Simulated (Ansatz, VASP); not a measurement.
# One calculation of F, two programs

```
CELL_PARAMETERS angstrom
-1.25553 1.25553 1.25553
1.25553 -1.25553 1.25553
1.25553 1.25553 -1.25553
ATOMIC_POSITIONS crystal
F 0.00000 0.00000 0.00000
```

Change from the starting cell: volume scaled by 0.78, LAPW.

Alike in both runs: task single point; functional PBE; k mesh 18 × 18 × 18; occupations fermi-dirac, width 0.08 eV; no spin polarisation.

```csv
,VASP,Ansatz
version,VASP 6.6.1,Ansatz 0.2.0
potentials or method,"VASP PAW PBE potentials, release 64 (F), cutoff 520 eV","all-electron LAPW, scalar-relativistic"
```

|  | VASP | Ansatz | Ansatz less VASP |
| --- | --- | --- | --- |
| pressure (GPa) | 24.1 | 25.0 | +0.96 |

Ansatz ran all-electron here, and VASP with PAW potentials.
